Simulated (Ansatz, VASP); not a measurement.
## Si2W: VASP beside Ansatz

The input INCAR:

```
SYSTEM = Si2W
ALGO = Normal ; EDIFF = 1E-8
ENCUT = 520 ; GGA = PS
ISIF = 2 ; ISMEAR = -1
LASPH = .TRUE. ; LCHARG = .FALSE.
LEFG = .TRUE. ; LREAL = .FALSE.
LWAVE = .FALSE. ; NBANDS = 18
NELM = 80 ; PREC = Accurate
SIGMA = 0.03
```

File KPOINTS:

```
k-points
0
G
  18 18 18
  0 0 0
```

File POSCAR:

```
Si2W
1.0
   -1.6166360716      1.6166360716      3.9660934757
    1.6166360716     -1.6166360716      3.9660934757
    1.6166360716      1.6166360716     -3.9660934757
Si W
2 1
Direct
    0.3330000000      0.3330000000      0.0000000000
    0.6670000000      0.6670000000      0.0000000000
    0.0000000000      0.0000000000      0.0000000000
```

Input for Ansatz:

```yaml
crystal:
  lattice:
    - [-1.6166360716, 1.6166360716, 3.9660934757]
    - [1.6166360716, -1.6166360716, 3.9660934757]
    - [1.6166360716, 1.6166360716, -3.9660934757]
  atoms:
    - { symbol: Si, position: [0.333, 0.333, 0.0] }
    - { symbol: Si, position: [0.667, 0.667, 0.0] }
    - { symbol: W, position: [0.0, 0.0, 0.0] }
kpoints:
  mp_grid: { grid: [18, 18, 18] }
scf:
  occupations: { method: fermi_dirac, width: 0.03 }
hamiltonian:
  xc: pbesol
  pseudopotentials: { kind: paw }
output:
  forces: true
  stress: true
  eigenvalues: true
  efg: { contact_densities: true }
```

Change from the starting cell: volume scaled by 1.02, PAW files.

Alike in both runs: task electric field gradients; functional PBEsol; k mesh 18 × 18 × 18; occupations fermi-dirac, width 0.03 eV; no spin polarisation.

```csv
,VASP,Ansatz
version,VASP 6.6.1,Ansatz 0.2.0
potentials or method,"VASP PAW PBE potentials, release 64 (Si, W_sv)","PAW with Ansatz's default frozen-core files, scalar-relativistic"
plane-wave cutoff (eV),520,420
valence electrons in the cell,22,22
```

```tsv
	VASP	Ansatz	Ansatz less VASP
pressure (GPa)	-7.4	-7.7	-0.29
traceless stress, the component that is largest in VASP (GPa)	-2.13	-2.10	+0.027
rms of the force components (eV/Å)	0.147	0.149	+0.0017
size of Vzz on the site where it differs most (V/Å²)	121.6	143.1	+21.52
```

VASP's potentials were made for PBE, not for PBEsol. Atom by atom the forces differ by 0.002 eV/Å (rms over components).

Spin-orbit coupling is off throughout.
